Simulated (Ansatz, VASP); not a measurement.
# PbSe: VASP beside Ansatz

Contents of INCAR:

```
SYSTEM = PbSe
  PREC = Accurate
  ENCUT = 520
  EDIFF = 1E-7
  ISMEAR = -1
  SIGMA = 0.05
  LREAL = .FALSE.
  LASPH = .TRUE.
  NELM = 60
  ALGO = Normal
  ISIF = 2
  LWAVE = .FALSE.
  LCHARG = .TRUE.
  GGA = PE
  LELF = .TRUE.
  LVHAR = .TRUE.
  NBANDS = 28
```

Contents of KPOINTS:

```
Automatic mesh
0
G
  6 6 3
  0 0 0
```

POSCAR

```
PbSe
1.0
    4.5014784123      0.0000000000      0.0000000000
   -0.0105132524      4.5014661353      0.0000000000
   -2.2454825799     -2.2507330677     12.2361685397
Pb Se
2 2
Direct
    0.8068400000      0.8073040000      0.6184430000
    0.1854540000      0.1998100000      0.3823760000
    0.2873320000      0.3231460000      0.6231940000
    0.6842660000      0.6998950000      0.3779650000
```

The input input.yaml:

```yaml
crystal:
  lattice:
    - [4.5014784123, 0.0, 0.0]
    - [-0.0105132524, 4.5014661353, 0.0]
    - [-2.2454825799, -2.2507330677, 12.2361685397]
  atoms:
    - { symbol: Pb, position: [0.80684, 0.807304, 0.618443] }
    - { symbol: Pb, position: [0.185454, 0.19981, 0.382376] }
    - { symbol: Se, position: [0.287332, 0.323146, 0.623194] }
    - { symbol: Se, position: [0.684266, 0.699895, 0.377965] }
kpoints:
  mp_grid: { grid: [6, 6, 3] }
scf:
  occupations: { method: fermi_dirac, width: 0.05 }
hamiltonian:
  xc: pbe
  pseudopotentials: { kind: all_electron, lapw: { basis_error: 0.001 } }
output:
  forces: true
  stress: true
  eigenvalues: true
```

Change from the starting cell: volume scaled by 1.06.

Alike in both runs: task single point; functional PBE; k mesh 6 × 6 × 3; occupations fermi-dirac, width 0.05 eV; no spin polarisation.

|  | VASP | Ansatz |
| --- | --- | --- |
| version | VASP 6.6.1 | Ansatz 0.2.0 |
| potentials or method | VASP PAW PBE potentials, release 64 (Pb_d, Se), cutoff 520 eV | all-electron LAPW, scalar-relativistic |

|  | VASP | Ansatz | Ansatz less VASP |
| --- | --- | --- | --- |
| gap on the k mesh at the Fermi level (eV) | 1.56 | 1.56 | -0.001 |
| least direct gap on the mesh (eV) | 1.56 | 1.56 | -0.001 |
| rms of the force components (eV/Å) | 0.255 | 0.258 | +0.0029 |

Atom by atom the forces differ by 0.003 eV/Å (rms over components). Ansatz ran all-electron here, and VASP with PAW potentials.

Spin-orbit coupling is off throughout.
